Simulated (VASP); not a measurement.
Write the native input for VASP 6.6.1 that does the following.

- Task: single point
- Functional: PBE
- Potentials or basis: VASP PAW PBE potentials, release 64 (Cr_pv)
- Cutoff: 500 eV
- k mesh: 8 × 8 × 8
- Occupations: fermi-dirac, width 0.1 eV
- Spin: collinear spin, zero start
- Starting moments: [0.0] μB
- Dipole correction: no
- Further INCAR settings: ALGO = Normal; EDIFF = 1e-06; NBANDS = 16

The structure of Cr lies in POSCAR:

```
Cr
1.0
   -1.5110000000      1.5110000000      1.5110000000
    1.5110000000     -1.5110000000      1.5110000000
    1.5110000000      1.5110000000     -1.5110000000
Cr
1
Direct
    0.0000000000      0.0000000000      0.0000000000
```

One way to write it, as run:

INCAR

```
SYSTEM = Cr
PREC     = Accurate       ! precision mode
ENCUT    = 500            ! plane-wave cutoff, eV
EDIFF    = 1E-6           ! SCF threshold, eV
ISMEAR   = -1             ! smearing method
SIGMA    = 0.1            ! smearing width, eV
LREAL    = .False.        ! projectors in reciprocal space
LASPH    = .True.         ! aspherical terms in the spheres
NELM     = 200            ! most SCF steps
ALGO     = Normal         ! electronic algorithm
ISIF     = 2              ! what is computed and relaxed
LWAVE    = .False.        ! write WAVECAR
LCHARG   = .True.         ! write CHGCAR
ISPIN    = 2              ! spin polarisation
MAGMOM   = 0              ! initial moments
LORBIT   = 11             ! projections on sites
LMAXMIX  = 4              ! l up to which the mixer works
GGA      = PE             ! functional
LELF     = .True.         ! ELF
LVHAR    = .True.       
NBANDS   = 16             ! bands
GGA_COMPAT= .False.
```

KPOINTS

```
regular mesh
0
Gamma
  8 8 8
  0 0 0
```

Potentials or basis: VASP PAW PBE potentials, release 64 (Cr_pv).

Run with:

```sh
$ cat potpaw_PBE.64/Cr_pv/POTCAR > POTCAR
$ mpirun -np 1 vasp_std > vasp.out
```

Results of the run:

```
Pressure                                              : -31.3 GPa
Band gap on the k mesh                                : zero (filled and empty bands overlap)
Net moment                                            : 0.00 μB per cell
Valence electrons inside the program's atomic spheres : Cr 10.72
```

Caveat: the k points lie up to 0.37 Å⁻¹ apart.

Wall time 8.3 s on 1 thread of Intel(R) Xeon(R) 6975P-C (Granite Rapids), on a shared host, peak memory 0.13 GiB.
